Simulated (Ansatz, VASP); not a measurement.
# One calculation of SnSe, two programs

```xyz
8
Lattice="11.3135 0.0000 0.0000 0.0000 4.1143 0.0000 0.0000 0.0000 4.3252" Properties=species:S:1:pos:R:3 pbc="T T T"
Sn    1.3260    1.0286    0.4187
Sn    4.3307    3.0858    2.5813
Sn    6.9827    1.0286    1.7439
Sn    9.9875    3.0858    3.9065
Se    4.0470    1.0286    0.1040
Se    1.6098    3.0858    2.2666
Se    9.7037    1.0286    2.0586
Se    7.2665    3.0858    4.2213
```

Alike in both runs: functional LDA; k mesh 4 × 6 × 6; occupations gaussian, width 0.02 eV; no spin polarisation.

Ansatz relaxed the structure, and its values are those at the end. VASP's run is a single point on that final structure, the one shown.

```csv
,VASP,Ansatz
version,VASP 6.6.1,Ansatz 0.2.0
potentials or method,"VASP PAW LDA potentials, release 64 (Sn_d, Se), cutoff 520 eV","scalar-relativistic, plane waves, PAW"
valence electrons in the cell,80,120
```

Ansatz gave:

```
gap on the k mesh at the Fermi level (eV) : 0.37
least direct gap on the mesh (eV)         : 0.54
pressure (GPa)                            : 0.0
rms of the force components (eV/Å)        : 0.002
```

**Question.** What did VASP give for the same quantities?

**Answer.** gap on the k mesh at the Fermi level (eV): 0.37; least direct gap on the mesh (eV): 0.53; pressure (GPa): 0.1; rms of the force components (eV/Å): 0.014.

LDA's correlation is that of Perdew and Zunger in VASP and of Perdew and Wang (1992) in Ansatz. VASP's potentials hold 80 valence electrons a cell and Ansatz's 120, so a difference there can come from the potentials and not from the codes.
